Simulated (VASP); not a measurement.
Set up this calculation in VASP 6.6.1, as the native input.

- Task: relaxation of cell and atoms
- Functional: LDA
- Potentials or basis: VASP PAW LDA potentials, release 64 (I)
- Cutoff: 600 eV
- k mesh: 7 × 7 × 11
- Occupations: fermi-dirac, width 0.05 eV
- Spin: no spin polarisation
- Dipole correction: no
- Further INCAR settings: ALGO = Normal; EDIFF = 1e-06; IBRION = 2; EDIFFG = -0.005; NSW = 80; ISIF = 3

The structure of I lies in POSCAR:

```
I
1.0
    2.5383465792     -3.7066249365      0.0000000000
    2.5383465792      3.7066249365      0.0000000000
   -1.6208748370      0.0000000000      2.3810977968
I
1
Direct
    0.5000000000      0.5000000000      0.5000000000
```

The input as run:

INCAR

```
SYSTEM = I
ALGO = Normal
EDIFF = 1E-6
EDIFFG = -0.005
ENCUT = 600
IBRION = 2
ISIF = 3
ISMEAR = -1
LASPH = .TRUE.
LCHARG = .FALSE.
LREAL = .FALSE.
LWAVE = .FALSE.
NELM = 80
NSW = 80
PREC = Accurate
SIGMA = 0.05
```

KPOINTS

```
k-points
0
G
  7 7 11
  0 0 0
```

Potentials or basis: VASP PAW LDA potentials, release 64 (I).

The run is started by

```console
$ cat potpaw_LDA.64/I/POTCAR > POTCAR
$ mpirun -np 1 vasp_std > vasp.out
```

Results of the run:

```
Relaxed volume                        : 35.49 Å³/atom
Relaxed cell                          : a = 4.212 Å, b = 4.212 Å, c = 3.088 Å, α = 111.76°, β = 111.76°, γ = 115.58°
Space group after relaxing (to 0.1 Å) : Immm (No. 71)
Energy gained by relaxing             : 115.3 meV/atom
Ionic steps                           : 38
Pressure after relaxing               : 0.0 GPa
Band gap on the k mesh                : zero (an odd number of electrons rules out a gap without spin polarisation)
```

Caveat: the volume moved by over 15 % at a fixed basis, so the end points are rough; spin-orbit coupling is left out, which moves the levels of the heavy elements; an odd number of electrons without spin polarisation forces a metal; a magnetic or distorted state may lie lower.

Run time: 8.3 min on 1 thread of AMD EPYC 9R45 96-Core Processor (Zen 5) (shared host), peak memory 0.18 GiB.
